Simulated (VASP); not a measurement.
# SnO (P4/mmm) in VASP: single point with PBE

Aim: the single point of SnO with PBE.

Program: VASP 6.6.1. These are calculated values, not measurements. Logs are shortened: lines on timing, memory, paths and dates and some standing lists are left out, and cuts for length are marked.

**1. The cell of the first run**

Symmetry: P4/mmm, No. 123, tetragonal system. Conventional cell: a = 3.272 Å, b = 3.272 Å, c = 3.011 Å, α = 90.00°, β = 90.00°, γ = 90.00°. Sn (site symmetry 4/mmm) has 8 O at 2.76 Å and 6 Sn at 3.01 to 3.27 Å within 3.6 Å. Within 3.6 Å of O (site symmetry 4/mmm) lie 8 Sn at 2.76 Å and 6 O at 3.01 to 3.27 Å.

**2. Single point, PBE (epitaxial xy strain +5.4%)**

INCAR reads:

```
PREC = Accurate
ENCUT = 520
EDIFF = 1E-6
ISMEAR = -1
SIGMA = 0.02
LREAL = F
LASPH = T
NELM = 60
ALGO = Normal
ISIF = 2
LWAVE = F
LCHARG = T
GGA = PE
LELF = T
LVHAR = T
NBANDS = 17
```

KPOINTS reads:

```
Automatic mesh
0
Gamma
  8 8 8
```

POSCAR reads:

```
SnO
1.0
    3.2722321113      0.0000000000      0.0000000000
    0.0000000000      3.2722321113      0.0000000000
    0.0000000000      0.0000000000      3.0114429139
Sn O
1 1
Direct
    0.0000000000      0.0000000000      0.0000000000
    0.5000000000      0.5000000000      0.5000000000
```

Potentials or basis: VASP PAW PBE potentials, release 64 (Sn_d, O).

On the command line:

```console
$ cat potpaw_PBE.64/Sn_d/POTCAR potpaw_PBE.64/O/POTCAR > POTCAR
$ mpirun -np 1 vasp_std > vasp.out
```

OUTCAR:

```text
PREC = Accurate
   ENCUT = 520
   EDIFF = 1E-6
   ISMEAR = -1
   LREAL = F
   LASPH = T
   NELM = 60
   ISIF = 2
   GGA = PE

 ion  position               nearest neighbor table
   1  0.000  0.000  0.000-   2 2.76   2 2.76   2 2.76   2 2.76   2 2.76   2 2.76   2 2.76   2 2.76

   2  0.500  0.500  0.500-   1 2.76   1 2.76   1 2.76   1 2.76   1 2.76   1 2.76   1 2.76   1 2.76

  LATTYP: Found a simple tetragonal cell.
 ALAT       =     3.2722321113
 C/A-ratio  =     0.9203023537

  Lattice vectors:

 A1 = (   3.2722321113,   0.0000000000,   0.0000000000)
 A2 = (   0.0000000000,   3.2722321113,   0.0000000000)
 A3 = (   0.0000000000,   0.0000000000,   3.0114429139)

Analysis of symmetry for initial positions (statically):
=====================================================================
 Subroutine PRICEL returns:
 Original cell was already a primitive cell.

 Routine SETGRP: Setting up the symmetry group for a
 simple tetragonal supercell.

 Subroutine GETGRP returns: Found 16 space group operations
 (whereof 16 operations were pure point group operations)
 out of a pool of 16 trial point group operations.

The static configuration has the point symmetry D_4h.

Analysis of symmetry for dynamics (positions and initial velocities):
=====================================================================
 Subroutine PRICEL returns:
 Original cell was already a primitive cell.

 Routine SETGRP: Setting up the symmetry group for a
 simple tetragonal supercell.

 Subroutine GETGRP returns: Found 16 space group operations
 (whereof 16 operations were pure point group operations)
 out of a pool of 16 trial point group operations.

The dynamic configuration has the point symmetry D_4h.

 Subroutine INISYM returns: Found 16 space group operations
 (whereof 16 operations are pure point group operations),
 and found     1 'primitive' translations

----------------------------------------------------------------------------------------

                                     Primitive cell

  volume of cell :      32.2450

  direct lattice vectors                    reciprocal lattice vectors
     3.272232111  0.000000000  0.000000000     0.305601793  0.000000000  0.000000000
[... 80 lines left out ...]
   ISPIN  =      1    spin polarized calculation?
   LNONCOLLINEAR =      F non collinear calculations
   LSORBIT =      F    spin-orbit coupling
   LASPH  =      T    aspherical Exc in radial PAW
   ENCUT  =  520.0 eV  38.22 Ry    6.18 a.u.   6.08  6.08  5.60*2*pi/ulx,y,z
   NELM   =     60;   NELMIN=  2; NELMDL= -5     # of ELM steps
   EDIFF  = 0.1E-05   stopping-criterion for ELM
   LREAL  =      F    real-space projection
   EDIFFG = 0.1E-04   stopping-criterion for IOM
   NSW    =      0    number of steps for IOM
   IBRION =     -1    ionic relax: 0-MD 1-quasi-New 2-CG
   NFREE  =      0    steps in history (QN), initial steepest desc. (CG)
   ISIF   =      2    stress and relaxation
   ISYM   =      2    0-nonsym 1-usesym 2-fastsym
   POTIM  = 0.5000    time-step for ionic-motion
   TEBEG  =    0.0;   TEEND  =   0.0 temperature during run
   PSTRESS=    0.0 pullay stress
   NELECT =      20.0000    total number of electrons
   NUPDOWN=      -1.0000    fix difference up-down
   EMIN   =  10.00;   EMAX   =-10.00  energy-range for DOS
   EFERMI =   0.00;   METHOD = LEGACY
   ISMEAR =    -1;   SIGMA  =   0.02  broadening in eV -4-tet -1-fermi 0-gaus
   EFERMI_NEDOS =   21; number of points for ismear=-14 and -15
   IALGO  =     38    algorithm
   IMIX   =      4    mixing-type and parameters
     AMIX     =   0.40;   BMIX     =  1.00
     AMIX_MAG =   1.60;   BMIX_MAG =  1.00
  volume/ion in A,a.u.               =      16.12       108.80
  Fermi-wavevector in a.u.,A,eV,Ry     =   1.396145  2.638332 26.520763  1.949221
  Thomas-Fermi vector in A             =   2.519528
   LORBIT       =      0    0 simple, 1 ext, 2 COOP (PROOUT), +10 PAW based schemes
   GGA     = PE    functional components
   LHFCALC =     F    Hartree Fock is set to
   AEXX    =    0.0000 exact exchange contribution
   IVDW    =     0    specifies the selected vdW correction
   LEPSILON=     F    determine dielectric tensor
   LRPA    =     F    only Hartree local field effects (RPA)
 non-spin polarized calculation
  energy-cutoff  :      520.00
  volume of cell :       32.25
 maximum number of plane-waves:       888
   NGX = 13   NGY = 13   NGZ = 11

 number of electron      19.9999993 magnetization

 Free energy of the ion-electron system (eV)
  ---------------------------------------------------
  ext. energy  EPLUGINS =         0.00000000
  ---------------------------------------------------
  free energy    TOTEN  =        -9.75637014 eV

  energy without entropy =       -9.75611837  energy(sigma->0) =       -9.75624426

 E-fermi :   7.3377     XC(G=0): -11.0131

 val. band max:        7.3199510685   @ k =   0.1250   0.0000   0.5000
 cond. band min:       7.4115818695   @ k =   0.5000   0.3750   0.5000
 fundamental gap:      0.0916308010
 Fermi energy:         7.3377030449

 k-point     1 :       0.0000    0.0000    0.0000
  band No.  band energies     occupation
      1     -14.4181      2.00000
      2     -14.2950      2.00000
      3     -14.0509      2.00000
      4     -14.0284      2.00000
      5     -14.0284      2.00000
      6     -10.1590      2.00000
[... 457 lines left out ...]
      4     -14.1051      2.00000
      5     -14.0497      2.00000
      6      -9.4826      2.00000
[... 9 lines left out ...]
     16      21.5660      0.00000
     17      25.0117      0.00000

 [... further k-points ...]

------------------------ aborting loop because EDIFF is reached ----------------------------------------

  FORCE on cell =-STRESS in cart. coord.  units (eV):
  Direction    XX          YY          ZZ          XY          YZ          ZX
  --------------------------------------------------------------------------------------
  -------------------------------------------------------------------------------------
  Total       -1.6247666     -1.6247666      0.6921195      0.0000000      0.0000000      0.0000000
  in kB      -80.7307016    -80.7307016     34.3897356      0.0000000      0.0000000      0.0000000
  external PRESSURE =     -42.3572225 kB  Pullay stress =       0.0000000 kB

 VOLUME and BASIS-vectors are now :
 -----------------------------------------------------------------------------
  energy-cutoff  :      520.00
  volume of cell :       32.25
      direct lattice vectors                 reciprocal lattice vectors
     3.272232111  0.000000000  0.000000000     0.305601793  0.000000000  0.000000000
     0.000000000  3.272232111  0.000000000     0.000000000  0.305601793  0.000000000
     0.000000000  0.000000000  3.011442914     0.000000000  0.000000000  0.332066730

 POSITION                                       TOTAL-FORCE (eV/Angst)
 -----------------------------------------------------------------------------------
      0.00000      0.00000      0.00000         0.000000      0.000000      0.000000
      1.63612      1.63612      1.50572         0.000000      0.000000      0.000000
 -----------------------------------------------------------------------------------
    total drift:                                0.000000      0.000000     -0.000000

  FREE ENERGIE OF THE ION-ELECTRON SYSTEM (eV)
  ---------------------------------------------------
  free  energy   TOTEN  =        -9.7563701409 eV

  energy  without entropy=       -9.7561183699  energy(sigma->0) =       -9.75624426
```

OSZICAR:

```text
N       E                     dE             d eps       ncg     rms          rms(c)
DAV:   1     0.145084306710E+03    0.14508E+03   -0.10293E+04  2636   0.178E+03
DAV:   2     0.143537533676E+01   -0.14365E+03   -0.13652E+03  2814   0.390E+02
DAV:   3    -0.115322844642E+02   -0.12968E+02   -0.12844E+02  2897   0.103E+02
DAV:   4    -0.117981387348E+02   -0.26585E+00   -0.26571E+00  3022   0.155E+01
DAV:   5    -0.118045704713E+02   -0.64317E-02   -0.64313E-02  3252   0.235E+00    0.827E+00
DAV:   6    -0.101830543351E+02    0.16215E+01   -0.12716E+01  3056   0.406E+01    0.587E+00
DAV:   7    -0.979039468926E+01    0.39266E+00   -0.24408E+00  3148   0.832E+00    0.133E+00
DAV:   8    -0.975875908032E+01    0.31636E-01   -0.22737E-01  3004   0.375E+00    0.302E-01
DAV:   9    -0.975627901902E+01    0.24801E-02   -0.13624E-02  3402   0.108E+00    0.106E-01
DAV:  10    -0.975638106904E+01   -0.10205E-03   -0.90146E-04  3235   0.368E-01    0.355E-02
DAV:  11    -0.975637500532E+01    0.60637E-05   -0.11293E-04  3225   0.128E-01    0.172E-02
DAV:  12    -0.975637021384E+01    0.47915E-05   -0.15146E-05  2851   0.305E-02    0.296E-03
DAV:  13    -0.975637014086E+01    0.72980E-07   -0.10746E-06  1745   0.760E-03
   1 F= -.97563701E+01 E0= -.97562443E+01  d E =-.251771E-03
```

Run time: 36 s. Hardware: 1 thread of AMD EPYC 7R13 (Zen 3), shared host; peak memory 0.13 GiB.

What came out:

```
Free energy            : -9.7564 eV
Pressure               : -4.2 GPa
Band gap on the k mesh : zero (band 10 reaches 7.42 eV, above the bottom of band 11 at 6.72 eV)
```

Caveat: the cell differs from its parent crystal (epitaxial xy strain +5.4%); spin-orbit coupling is left out, which moves the levels of the heavy elements.
